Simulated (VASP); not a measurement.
Set up this calculation in VASP 6.6.1, as the native input.

```yaml
Task: relaxation of cell and atoms
Functional: PBE
Potentials_or_basis: VASP PAW PBE potentials, release 64 (In_d, B, As)
Cutoff: 600 eV
k_mesh: 6 × 6 × 4
Occupations: gaussian, width 0.1 eV
Spin: no spin polarisation
Dipole_correction: no
Further_INCAR_settings: ALGO = Normal; EDIFF = 1e-06; IBRION = 2; EDIFFG = -0.04; NSW = 90; ISIF = 3
```

The structure of In2BAs3 lies in POSCAR:

```
In2BAs3
1.0
    4.7285827400      0.0000000000      0.0000000000
   -2.3642913700      4.0950727800      0.0000000000
    0.0000000000      0.0000000000      6.8742569000
In B As
2 1 3
Direct
    0.0000000000      0.0000000000      0.7844641100
    0.0000000000      0.0000000000      0.2155358900
    0.0000000000      0.0000000000      0.5000000000
    0.5000000000      0.0000000000      0.0000000000
    0.0000000000      0.5000000000      0.0000000000
    0.5000000000      0.5000000000      0.0000000000
```

One way to write it, as run:

INCAR

```
PREC = Accurate
ENCUT = 600
EDIFF = 1E-6
ISMEAR = 0
SIGMA = 0.1
LREAL = False
LASPH = True
NELM = 80
ALGO = Normal
ISIF = 3
LWAVE = False
LCHARG = False
GGA = PE
IBRION = 2
NSW = 90
EDIFFG = -0.04
```

KPOINTS

```
regular mesh
0
Gamma
  6 6 4
```

Potentials or basis: VASP PAW PBE potentials, release 64 (In_d, B, As).

Launch:

```bash
$ cat potpaw_PBE.64/In_d/POTCAR potpaw_PBE.64/B/POTCAR potpaw_PBE.64/As/POTCAR > POTCAR
$ mpirun -np 1 vasp_std > vasp.out
```

It gave:

* Relaxed volume: 32.46 Å³/atom
* Relaxed cell: a = 5.472 Å, b = 5.472 Å, c = 7.510 Å, α = 90.00°, β = 90.00°, γ = 120.00°
* Space group after relaxing (to 0.05 Å): P6/mmm (No. 191)
* Energy gained by relaxing: 786.6 meV/atom
* Ionic steps: 8
* Pressure after relaxing: 0.0 GPa
* Largest force after relaxing: 0.022 eV/Å
* Band gap on the k mesh: zero (band 22 reaches 2.76 eV, above the bottom of band 23 at 1.83 eV)

Caveat: the volume moved by over 15 % at a fixed basis, so the end points are rough; spin-orbit coupling is left out, which moves the levels of the heavy elements.

Run time: 11 min on 1 thread of Intel(R) Xeon(R) 6975P-C (Granite Rapids), with other jobs on the host, peak memory 0.35 GiB.
